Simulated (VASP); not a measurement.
Wanted: the native input for a VASP 6.6.1 run.

```yaml
Task: single point
Functional: PBEsol
Potentials_or_basis: VASP PAW PBE potentials, release 64 (Ti_sv, Al)
Cutoff: 520 eV
k_mesh: 10 × 10 × 10
Occupations: gaussian, width 0.1 eV
Spin: no spin polarisation
Dipole_correction: no
Further_INCAR_settings: ALGO = Fast; EDIFF = 1e-06; NBANDS = 27
```

The structure of TiAl2 lies in POSCAR:

```
TiAl2
1.0
    1.9308484773     -5.9669411760      0.0000000000
    1.9308484773      5.9669411760      0.0000000000
    0.0000000000      0.0000000000      3.9308415031
Ti Al
2 4
Direct
    0.6564400034      0.3435599966      0.0000000000
    0.3435599966      0.6564400034      0.0000000000
    0.0000000000      0.0000000000      0.0000000000
    0.8274747139      0.1725252861      0.5000000000
    0.1725252861      0.8274747139      0.5000000000
    0.5000000000      0.5000000000      0.5000000000
```

The input as run:

INCAR

```
SYSTEM = TiAl2
  PREC = Accurate
  ENCUT = 520
  EDIFF = 1E-6
  ISMEAR = 0
  SIGMA = 0.1
  LREAL = .False.
  LASPH = .True.
  NELM = 80
  ALGO = Fast
  ISIF = 2
  LWAVE = .False.
  LCHARG = .False.
  GGA = PS
  NBANDS = 27
```

KPOINTS

```
regular mesh
0
Gamma
  10 10 10
  0 0 0
```

Potentials or basis: VASP PAW PBE potentials, release 64 (Ti_sv, Al).

Run with:

```sh
$ cat potpaw_PBE.64/Ti_sv/POTCAR potpaw_PBE.64/Al/POTCAR > POTCAR
$ mpirun -np 1 vasp_std > vasp.out
```

Results of the run:

```yaml
Pressure: 3.8 GPa
Largest_force: 0.008 eV/Å
Band_gap_on_the_k_mesh: zero (bands 18 and 19 overlap by 1.61 eV)
```

Caveat: the cell stands under pressure; the PAW data sets were made with another functional, which shifts forces and pressure a little.

Wall time 10 min on 1 thread of Intel(R) Xeon(R) 6975P-C (Granite Rapids), on a shared host, peak memory 0.52 GiB.
